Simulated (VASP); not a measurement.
# Ti3Pb2O2 (R-3m) in VASP: notebook

Runs on Ti3Pb2O2. Level: PBE. Tasks: single point.

All numbers are computed with VASP 6.6.1; they aren't measurements. Logs are shortened: lines on timing, memory, paths and dates and some standing lists are left out, and cuts for length are marked.

## Step 1: The cell of the first run

It takes space group R-3m (No. 166, trigonal). Conventional cell: a = 5.908 Å, b = 5.908 Å, c = 14.400 Å, α = 90.00°, β = 90.00°, γ = 120.00°. Within 2.6 Å of Ti (site symmetry 2/m) lie 2 O at 1.95 Å. Pb (site symmetry -3m) has 6 Ti at 2.94 Å and 8 O at 3.35 to 3.71 Å within 3.9 Å. Within 3.9 Å of Pb (site symmetry -3m) lie 6 Ti at 2.95 Å and 8 O at 3.54 to 3.85 Å. Within 2.6 Å of O (site symmetry 3m) lie 3 Ti at 1.95 Å.

The cell was generated, and may not be a known phase.

## Step 2: Single point, PBE, collinear spin

INCAR

```
SYSTEM = Ti3Pb2O2
PREC = Accurate
ENCUT = 520
EDIFF = 1E-7
ISMEAR = 0
SIGMA = 0.2
LREAL = .False.
LASPH = .True.
NELM = 150
ALGO = Normal
ISIF = 2
LWAVE = .False.
LCHARG = .False.
ISPIN = 2
MAGMOM = 1 1 1 0 0 0 0
LORBIT = 11
LMAXMIX = 4
GGA = PE
NBANDS = 51
```

KPOINTS

```
Automatic mesh
0
Gamma
  4 4 4
  0 0 0
```

POSCAR

```
Ti3Pb2O2
1.0
    2.9539910649      1.7054875383      4.8001172154
   -2.9539910649      1.7054875383      4.8001172154
    0.0000000000     -3.4109750712      4.8001172174
Ti Pb O
3 2 2
Direct
    0.5000000000      0.0000000000      0.0000000000
    0.0000000000      0.0000000000      0.5000000000
    0.0000000000      0.5000000000      0.0000000000
    0.0000000000      0.0000000000      0.0000000000
    0.5000000000      0.5000000000      0.5000000000
    0.7674513179      0.7674513179      0.7674513179
    0.2325486821      0.2325486821      0.2325486821
```

Potentials or basis: VASP PAW PBE potentials, release 64 (Ti_sv, Pb_d, O).

Launch:

```
$ cat potpaw_PBE.64/Ti_sv/POTCAR potpaw_PBE.64/Pb_d/POTCAR potpaw_PBE.64/O/POTCAR > POTCAR
$ mpirun -np 1 vasp_std > vasp.out
```

OUTCAR:

```text
SYSTEM = Ti3Pb2O2
   PREC = Accurate
   ENCUT = 520
   EDIFF = 1E-7
   ISMEAR = 0
   LREAL = .False.
   LASPH = .True.
   NELM = 150
   ISIF = 2
   ISPIN = 2
   LORBIT = 11
   GGA = PE

 ion  position               nearest neighbor table
   1  0.500  0.000  0.000-   6 1.95   7 1.95   4 2.94   4 2.94   5 2.95   5 2.95
   2  0.000  0.000  0.500-   6 1.95   7 1.95   4 2.94   4 2.94   5 2.95   5 2.95
   3  0.000  0.500  0.000-   6 1.95   7 1.95   4 2.94   4 2.94   5 2.95   5 2.95
   4  0.000  0.000  0.000-   1 2.94   3 2.94   3 2.94   1 2.94   2 2.94   2 2.94
   5  0.500  0.500  0.500-   1 2.95   3 2.95   1 2.95   3 2.95   2 2.95   2 2.95
   6  0.767  0.767  0.767-   2 1.95   1 1.95   3 1.95
   7  0.233  0.233  0.233-   2 1.95   1 1.95   3 1.95

  LATTYP: Found a trigonal (rhomboedric) cell.
 ALAT       =     5.8886226094
 COS(alpha) =     0.4967069814

  Lattice vectors:

 A1 = (   2.9539910649,   1.7054875383,   4.8001172154)
 A2 = (  -2.9539910649,   1.7054875383,   4.8001172154)
 A3 = (   0.0000000000,  -3.4109750712,   4.8001172174)

Analysis of symmetry for initial positions (statically):
=====================================================================
 Subroutine PRICEL returns:
 Original cell was already a primitive cell.

 Routine SETGRP: Setting up the symmetry group for a
 trigonal (rhombohedral) supercell.

 Subroutine GETGRP returns: Found 12 space group operations
 (whereof 12 operations were pure point group operations)
 out of a pool of 12 trial point group operations.

The static configuration has the point symmetry D_3d.

Analysis of symmetry for dynamics (positions and initial velocities):
=====================================================================
 Subroutine PRICEL returns:
 Original cell was already a primitive cell.

 Routine SETGRP: Setting up the symmetry group for a
 trigonal (rhombohedral) supercell.

 Subroutine GETGRP returns: Found 12 space group operations
 (whereof 12 operations were pure point group operations)
 out of a pool of 12 trial point group operations.

The dynamic configuration has the point symmetry D_3d.

Analysis of structural, dynamic, and magnetic symmetry:
=====================================================================
 Subroutine PRICEL returns:
 Original cell was already a primitive cell.

 Routine SETGRP: Setting up the symmetry group for a
 trigonal (rhombohedral) supercell.

 Subroutine GETGRP returns: Found 12 space group operations
 (whereof 12 operations were pure point group operations)
[... 142 lines left out ...]

 Free energy of the ion-electron system (eV)
  ---------------------------------------------------
  ext. energy  EPLUGINS =         0.00000000
  ---------------------------------------------------
  free energy    TOTEN  =       -48.92330615 eV

  energy without entropy =      -48.81861866  energy(sigma->0) =      -48.87096241

 E-fermi :   6.1122     XC(G=0):  -9.9110

 val. band max:        6.1092445350   @ k =   0.2500   0.2500   0.0000
 cond. band min:       6.2055454744   @ k =   0.5000   0.5000   0.0000
 fundamental gap:      0.0963009394
 Fermi energy:         6.1121627915

 spin component 1

 k-point     1 :       0.0000    0.0000    0.0000
  band No.  band energies     occupation
      1     -51.5760      1.00000
      2     -51.5166      1.00000
      3     -51.5166      1.00000
      4     -28.4176      1.00000
      5     -27.9553      1.00000
      6     -27.9553      1.00000
[... 678 lines left out ...]
     49       8.9641      0.00000
     50       8.9641      0.00000
 Fermi energy:         6.1121627915

 spin component 2

 k-point     1 :       0.0000    0.0000    0.0000
  band No.  band energies     occupation
      1     -51.5760      1.00000
      2     -51.5166      1.00000
      3     -51.5166      1.00000
      4     -28.4176      1.00000
      5     -27.9553      1.00000
      6     -27.9553      1.00000
[... 678 lines left out ...]
     49       8.9641      0.00000
     50       8.9641      0.00000
 [bands above 50 left out]

------------------------ aborting loop because EDIFF is reached ----------------------------------------

  FORCE on cell =-STRESS in cart. coord.  units (eV):
  Direction    XX          YY          ZZ          XY          YZ          ZX
  --------------------------------------------------------------------------------------
  -------------------------------------------------------------------------------------
  Total        0.4125434      0.4125434      0.4682212      0.0000000      0.0000000      0.0000000
  in kB        4.5553254      4.5553254      5.1701230      0.0000000      0.0000000      0.0000000
  external PRESSURE =       4.7602579 kB  Pullay stress =       0.0000000 kB

 VOLUME and BASIS-vectors are now :
 -----------------------------------------------------------------------------
  energy-cutoff  :      520.00
  volume of cell :      145.10
      direct lattice vectors                 reciprocal lattice vectors
     2.953991065  1.705487538  4.800117215     0.169262530  0.097723767  0.069442749
    -2.953991065  1.705487538  4.800117215    -0.169262530  0.097723767  0.069442749
     0.000000000 -3.410975071  4.800117217     0.000000000 -0.195447534  0.069442749

 POSITION                                       TOTAL-FORCE (eV/Angst)
 -----------------------------------------------------------------------------------
      1.47700      0.85274      2.40006         0.000000      0.000000     -0.000000
      0.00000     -1.70549      2.40006        -0.000000      0.000000      0.000000
     -1.47700      0.85274      2.40006         0.000000      0.000000      0.000000
      0.00000      0.00000      0.00000         0.000000      0.000000     -0.000000
      0.00000      0.00000      7.20018         0.000000      0.000000     -0.000000
      0.00000      0.00000     11.05157         0.000000     -0.000000     -0.042780
      0.00000      0.00000      3.34878         0.000000      0.000000      0.042780
 -----------------------------------------------------------------------------------
    total drift:                                0.000000     -0.000000      0.000000

  FREE ENERGIE OF THE ION-ELECTRON SYSTEM (eV)
  ---------------------------------------------------
  free  energy   TOTEN  =       -48.9233061539 eV

  energy  without entropy=      -48.8186186563  energy(sigma->0) =      -48.87096241

 total charge

# of ion       s       p       d       tot
------------------------------------------
    1        2.182   6.159   1.925  10.266
    2        2.182   6.159   1.925  10.266
    3        2.182   6.159   1.925  10.266
    4        1.273   1.082   9.786  12.141
    5        1.283   1.039   9.792  12.114
    6        1.578   3.456   0.000   5.034
    7        1.578   3.456   0.000   5.034
--------------------------------------------------
tot         12.259  27.511  25.352  65.122

 magnetization (x)

# of ion       s       p       d       tot
------------------------------------------
    1       -0.000  -0.000  -0.000  -0.000
    2       -0.000  -0.000  -0.000  -0.000
    3       -0.000  -0.000  -0.000  -0.000
    4       -0.000   0.000  -0.000   0.000
    5       -0.000   0.000  -0.000  -0.000
    6        0.000   0.000   0.000   0.000
    7        0.000   0.000   0.000   0.000
--------------------------------------------------
tot         -0.000   0.000  -0.000  -0.000
```

Wall time 3 min (1 thread of Intel Xeon 6975P-C (Granite Rapids), shared host); peak memory 0.48 GiB.

What came out:

```
Free energy                                           : -48.9233 eV
Pressure                                              : 0.5 GPa
Largest force                                         : 0.043 eV/Å
Band gap on the k mesh                                : zero (filled and empty bands overlap)
Net moment                                            : 0.00 μB per cell
Valence electrons inside the program's atomic spheres : Ti 10.27; Pb 12.14, 12.11; O 5.03
```

Forces on the atoms (eV/Å):
```
Ti   0.000  0.000  0.000
Ti   0.000  0.000  0.000
Ti   0.000  0.000  0.000
Pb   0.000  0.000  0.000
Pb   0.000  0.000  0.000
O    0.000  0.000 -0.043
O    0.000  0.000  0.043
```

Levels at points of the mesh, in eV from the Fermi level:
Spin up:
```
           k point  band 35  band 36  band 37  band 38  band 39  band 40  band 41  band 42
(0.00, 0.00, 0.00)    -1.25    -1.07    -1.07     0.12     0.12     0.46     0.69     0.69
(0.50, 0.00, 0.00)    -2.08    -1.15    -1.11    -0.18    -0.02     0.66     0.75     1.11
(0.50, 0.50, 0.00)    -2.02    -1.92    -0.84     0.09     0.13     0.69     0.99     1.08
(0.50, 0.50, 0.50)    -1.98    -0.66    -0.66    -0.65    -0.65     0.24     0.44     0.44
```
Spin down:
| k point | band 35 | band 36 | band 37 | band 38 | band 39 | band 40 | band 41 | band 42 |
| --- | --- | --- | --- | --- | --- | --- | --- | --- |
| (0.00, 0.00, 0.00) | -1.25 | -1.07 | -1.07 | 0.12 | 0.12 | 0.46 | 0.69 | 0.69 |
| (0.50, 0.00, 0.00) | -2.08 | -1.15 | -1.11 | -0.18 | -0.02 | 0.66 | 0.75 | 1.11 |
| (0.50, 0.50, 0.00) | -2.02 | -1.92 | -0.84 | 0.09 | 0.13 | 0.69 | 0.99 | 1.08 |
| (0.50, 0.50, 0.50) | -1.98 | -0.66 | -0.66 | -0.65 | -0.65 | 0.24 | 0.44 | 0.44 |

Caveat: spin-orbit coupling is left out, which moves the levels of the heavy elements.

## Step 3: Single point, PBE, collinear spin

INCAR, as its differences from that of step 2:

```diff
@@ -9,3 +9,3 @@
 NELM = 150
-ALGO = Normal
+ALGO = Fast
 ISIF = 2
```

KPOINTS is that of step 2.

POSCAR is that of step 2.

Potentials or basis: VASP PAW PBE potentials, release 64 (Ti_sv, Pb_d, O).

Launch:

```
$ cat potpaw_PBE.64/Ti_sv/POTCAR potpaw_PBE.64/Pb_d/POTCAR potpaw_PBE.64/O/POTCAR > POTCAR
$ mpirun -np 1 vasp_std > vasp.out
```

OUTCAR:

```text
SYSTEM = Ti3Pb2O2
   PREC = Accurate
   ENCUT = 520
   EDIFF = 1E-7
   ISMEAR = 0
   LREAL = .False.
   LASPH = .True.
   NELM = 150
   ISIF = 2
   ISPIN = 2
   LORBIT = 11
   GGA = PE

 ion  position               nearest neighbor table
   1  0.500  0.000  0.000-   6 1.95   7 1.95   4 2.94   4 2.94   5 2.95   5 2.95
   2  0.000  0.000  0.500-   6 1.95   7 1.95   4 2.94   4 2.94   5 2.95   5 2.95
   3  0.000  0.500  0.000-   6 1.95   7 1.95   4 2.94   4 2.94   5 2.95   5 2.95
   4  0.000  0.000  0.000-   1 2.94   3 2.94   3 2.94   1 2.94   2 2.94   2 2.94
   5  0.500  0.500  0.500-   1 2.95   3 2.95   1 2.95   3 2.95   2 2.95   2 2.95
   6  0.767  0.767  0.767-   2 1.95   1 1.95   3 1.95
   7  0.233  0.233  0.233-   2 1.95   1 1.95   3 1.95

  LATTYP: Found a trigonal (rhomboedric) cell.
 ALAT       =     5.8886226094
 COS(alpha) =     0.4967069814

  Lattice vectors:

 A1 = (   2.9539910649,   1.7054875383,   4.8001172154)
 A2 = (  -2.9539910649,   1.7054875383,   4.8001172154)
 A3 = (   0.0000000000,  -3.4109750712,   4.8001172174)

Analysis of symmetry for initial positions (statically):
=====================================================================
 Subroutine PRICEL returns:
 Original cell was already a primitive cell.

 Routine SETGRP: Setting up the symmetry group for a
 trigonal (rhombohedral) supercell.

 Subroutine GETGRP returns: Found 12 space group operations
 (whereof 12 operations were pure point group operations)
 out of a pool of 12 trial point group operations.

The static configuration has the point symmetry D_3d.

Analysis of symmetry for dynamics (positions and initial velocities):
=====================================================================
 Subroutine PRICEL returns:
 Original cell was already a primitive cell.

 Routine SETGRP: Setting up the symmetry group for a
 trigonal (rhombohedral) supercell.

 Subroutine GETGRP returns: Found 12 space group operations
[... 180 lines left out ...]
      3     -51.5167      1.00000
      4     -28.4177      1.00000
      5     -27.9554      1.00000
      6     -27.9554      1.00000
[... 678 lines left out ...]
     49       8.9640      0.00000
     50       8.9643      0.00000
 Fermi energy:         6.1121204786

 spin component 2

 k-point     1 :       0.0000    0.0000    0.0000
  band No.  band energies     occupation
      1     -51.5761      1.00000
      2     -51.5167      1.00000
      3     -51.5167      1.00000
      4     -28.4177      1.00000
      5     -27.9554      1.00000
      6     -27.9554      1.00000
[... 678 lines left out ...]
     49       8.9641      0.00000
     50       8.9649      0.00000
 [bands above 50 left out]

------------------------ aborting loop because EDIFF is reached ----------------------------------------

  FORCE on cell =-STRESS in cart. coord.  units (eV):
  Direction    XX          YY          ZZ          XY          YZ          ZX
  --------------------------------------------------------------------------------------
  -------------------------------------------------------------------------------------
  Total        0.4120767      0.4120767      0.4684622      0.0000000      0.0000000     -0.0000000
  in kB        4.5501722      4.5501722      5.1727839      0.0000000      0.0000000     -0.0000000
  external PRESSURE =       4.7577094 kB  Pullay stress =       0.0000000 kB

 VOLUME and BASIS-vectors are now :
 -----------------------------------------------------------------------------
  energy-cutoff  :      520.00
  volume of cell :      145.10
      direct lattice vectors                 reciprocal lattice vectors
     2.953991065  1.705487538  4.800117215     0.169262530  0.097723767  0.069442749
    -2.953991065  1.705487538  4.800117215    -0.169262530  0.097723767  0.069442749
     0.000000000 -3.410975071  4.800117217     0.000000000 -0.195447534  0.069442749

 POSITION                                       TOTAL-FORCE (eV/Angst)
 -----------------------------------------------------------------------------------
      1.47700      0.85274      2.40006        -0.000000     -0.000000      0.000000
      0.00000     -1.70549      2.40006        -0.000000     -0.000000      0.000000
     -1.47700      0.85274      2.40006         0.000000     -0.000000      0.000000
      0.00000      0.00000      0.00000         0.000000     -0.000000      0.000000
      0.00000      0.00000      7.20018         0.000000     -0.000000      0.000000
      0.00000      0.00000     11.05157         0.000000     -0.000000     -0.042579
      0.00000      0.00000      3.34878         0.000000      0.000000      0.042579
 -----------------------------------------------------------------------------------
    total drift:                                0.000000     -0.000000      0.000000

  FREE ENERGIE OF THE ION-ELECTRON SYSTEM (eV)
  ---------------------------------------------------
  free  energy   TOTEN  =       -48.9233054180 eV

  energy  without entropy=      -48.8186151852  energy(sigma->0) =      -48.87096030

 total charge

# of ion       s       p       d       tot
------------------------------------------
    1        2.182   6.159   1.925  10.266
    2        2.182   6.159   1.925  10.266
    3        2.182   6.159   1.925  10.266
    4        1.273   1.082   9.786  12.141
    5        1.283   1.039   9.792  12.114
    6        1.578   3.456   0.000   5.034
    7        1.578   3.456   0.000   5.034
--------------------------------------------------
tot         12.259  27.511  25.353  65.122

 magnetization (x)

# of ion       s       p       d       tot
------------------------------------------
    1        0.000   0.000   0.000   0.000
    2        0.000   0.000   0.000   0.000
    3        0.000   0.000   0.000   0.000
    4        0.000   0.000  -0.000   0.000
    5       -0.000  -0.000   0.000  -0.000
    6       -0.000  -0.000   0.000  -0.000
    7       -0.000  -0.000   0.000  -0.000
--------------------------------------------------
tot          0.000  -0.000   0.000   0.000
```

OSZICAR:

```text
N       E                     dE             d eps       ncg     rms          rms(c)
DAV:   1     0.111543823062E+04    0.11154E+04   -0.36752E+04  2652   0.176E+03
DAV:   2     0.127264219734E+03   -0.98817E+03   -0.94969E+03  2695   0.548E+02
DAV:   3    -0.397552189603E+02   -0.16702E+03   -0.16107E+03  3782   0.221E+02
[... 50 lines left out ...]
RMM:  54    -0.489233050041E+02   -0.11798E-06   -0.16446E-06  3270   0.585E-03    0.830E-04
RMM:  55    -0.489233051096E+02   -0.10555E-06   -0.15312E-06  3383   0.587E-03    0.868E-04
RMM:  56    -0.489233052068E+02   -0.97121E-07   -0.13463E-06  3446   0.565E-03    0.108E-03
RMM:  57    -0.489233052852E+02   -0.78498E-07   -0.12072E-06  3377   0.555E-03    0.107E-03
RMM:  58    -0.489233053580E+02   -0.72730E-07   -0.11178E-06  3324   0.541E-03    0.110E-03
RMM:  59    -0.489233054180E+02   -0.59994E-07   -0.95353E-07  3254   0.522E-03
   1 F= -.48923305E+02 E0= -.48870960E+02  d E =-.104690E+00  mag=     0.0000
```

Wall time 35 min (1 thread of Oxide Virtual Turin-like, shared host); peak memory 0.47 GiB.

What came out:

* Free energy: -48.9233 eV
* Pressure: 0.5 GPa
* Largest force: 0.043 eV/Å
* Band gap on the k mesh: zero (filled and empty bands overlap)
* Net moment: 0.00 μB per cell
* Valence electrons inside the program's atomic spheres: Ti 10.27; Pb 12.14, 12.11; O 5.03

Forces on the atoms (eV/Å):
```
Ti   0.000  0.000  0.000
Ti   0.000  0.000  0.000
Ti   0.000  0.000  0.000
Pb   0.000  0.000  0.000
Pb   0.000  0.000  0.000
O    0.000  0.000 -0.043
O    0.000  0.000  0.043
```

Caveat: spin-orbit coupling is left out, which moves the levels of the heavy elements.

The gap in the log of VASP goes by the Fermi energy; the results here count the filled bands.